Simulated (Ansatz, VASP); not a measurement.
**Zn4Se3S: VASP beside Ansatz**

File INCAR:

```
SYSTEM = Zn4Se3S
PREC = Accurate
ENCUT = 520
EDIFF = 1E-7
ISMEAR = 0
SIGMA = 0.01
LREAL = .FALSE.
LASPH = .TRUE.
NELM = 100
ALGO = Normal
ISIF = 2
LWAVE = .FALSE.
LCHARG = .FALSE.
GGA = PE
NBANDS = 46
```

Contents of KPOINTS:

```
regular mesh
0
G
  6 6 6
  0 0 0
```

POSCAR

```
Zn4Se3S
1.0
    5.5956730367      0.0000000000      0.0000000000
    0.0000000000      5.5956730367      0.0000000000
    0.0000000000      0.0000000000      5.5956730367
S Zn Se
1 4 3
Direct
    0.0000000000      0.0000000000      0.0000000000
    0.7564764079      0.7564764079      0.7564764079
    0.2435235921      0.2435235921      0.7564764079
    0.2435235921      0.7564764079      0.2435235921
    0.7564764079      0.2435235921      0.2435235921
    0.5000000000      0.5000000000      0.0000000000
    0.5000000000      0.0000000000      0.5000000000
    0.0000000000      0.5000000000      0.5000000000
```

Input for Ansatz:

```yaml
crystal:
  lattice:
    - [5.5956730367, 0.0, 0.0]
    - [0.0, 5.5956730367, 0.0]
    - [0.0, 0.0, 5.5956730367]
  atoms:
    - { symbol: S, position: [0.0, 0.0, 0.0] }
    - { symbol: Zn, position: [0.7564764079, 0.7564764079, 0.7564764079] }
    - { symbol: Se, position: [0.5, 0.5, 0.0] }
    - { symbol: Zn, position: [0.2435235921, 0.2435235921, 0.7564764079] }
    - { symbol: Se, position: [0.5, 0.0, 0.5] }
    - { symbol: Zn, position: [0.2435235921, 0.7564764079, 0.2435235921] }
    - { symbol: Se, position: [0.0, 0.5, 0.5] }
    - { symbol: Zn, position: [0.7564764079, 0.2435235921, 0.2435235921] }
kpoints:
  mp_grid: { grid: [6, 6, 6] }
  band_path:
    path: [[0.0, 0.0, 0.0], [0.0, 0.5, 0.0], [0.5, 0.5, 0.0], [0.5, 0.5, 0.5]]
    npoints: 1
hamiltonian:
  xc: pbe
scf:
  occupations: { method: fixed }
  n_extra_bands: 6
output:
  forces: true
  stress: true
  eigenvalues: true
```

Alike in both runs: task single point; functional PBE; k mesh 6 × 6 × 6; no spin polarisation.

|  | VASP | Ansatz |
| --- | --- | --- |
| version | VASP 6.6.1 | Ansatz 0.2.0 |
| potentials or method | VASP PAW PBE potentials, release 64 (S, Zn, Se) | plane waves, PAW |
| plane-wave cutoff (eV) | 520 | 420 |
| occupations | gaussian, width 0.01 eV | fixed |
| valence electrons in the cell | 72 | 102 |

```csv
,VASP,Ansatz,Ansatz less VASP
gap on the k mesh at the Fermi level (eV),1.45,1.45,-0.002
pressure (GPa),2.4,2.2,-0.22
rms of the force components (eV/Å),0.012,0.011,-0.0018
```

VASP's potentials hold 72 valence electrons a cell and Ansatz's 102, so a difference there can come from the potentials and not from the codes.
